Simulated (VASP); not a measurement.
Write the native input for VASP 6.6.1 that does the following.

- Task: relaxation of cell and atoms
- Functional: PBEsol
- Potentials or basis: VASP PAW PBE potentials, release 64 (Li_sv, F)
- Cutoff: 600 eV
- k mesh: 10 × 10 × 10
- Occupations: gaussian, width 0.02 eV
- Spin: no spin polarisation
- Dipole correction: no
- Further INCAR settings: ALGO = Normal; EDIFF = 1e-07; IBRION = 2; EDIFFG = -0.005; NSW = 100; ISIF = 3

The structure of LiF lies in POSCAR:

```
LiF
1.0
    0.0000000000      2.0140000000      2.0140000000
    2.0140000000      0.0000000000      2.0140000000
    2.0140000000      2.0140000000      0.0000000000
Li F
1 1
Direct
    0.0000000000      0.0000000000      0.0000000000
    0.5000000000      0.5000000000      0.5000000000
```

One way to write it, as run:

INCAR

```
ALGO = Normal
EDIFF = 1E-7
EDIFFG = -0.005
ENCUT = 600
GGA = PS
IBRION = 2
ISIF = 3
ISMEAR = 0
LASPH = True
LCHARG = False
LREAL = False
LWAVE = False
NELM = 60
NSW = 100
PREC = Accurate
SIGMA = 0.02
```

KPOINTS

```
k-points
0
Gamma
  10 10 10
```

Potentials or basis: VASP PAW PBE potentials, release 64 (Li_sv, F).

Run with:

```sh
$ cat potpaw_PBE.64/Li_sv/POTCAR potpaw_PBE.64/F/POTCAR > POTCAR
$ mpirun -np 1 vasp_std > vasp.out
```

Results of the run:

```yaml
Relaxed_volume: 7.98 Å³/atom
Relaxed_cell: a = 2.826 Å, b = 2.826 Å, c = 2.826 Å, α = 60.00°, β = 60.00°, γ = 60.00°
Space_group_after_relaxing_to_0.05_Å: Fm-3m (No. 225)
Energy_gained_by_relaxing: 0.9 meV/atom
Ionic_steps: 3
Pressure_after_relaxing: 0.1 GPa
Band_gap_on_the_k_mesh: 9.13 eV, direct
```

Caveat: the cutoff is under 1.25 times the usual one of these potentials, so pressure, stress and relaxed cells hold a basis-set (Pulay) error; the PAW data sets were made with another functional, which shifts forces and pressure a little.

Run time: 6.7 s on 1 thread of Intel(R) Xeon(R) 6975P-C (Granite Rapids), with other jobs on the host, peak memory 0.13 GiB.
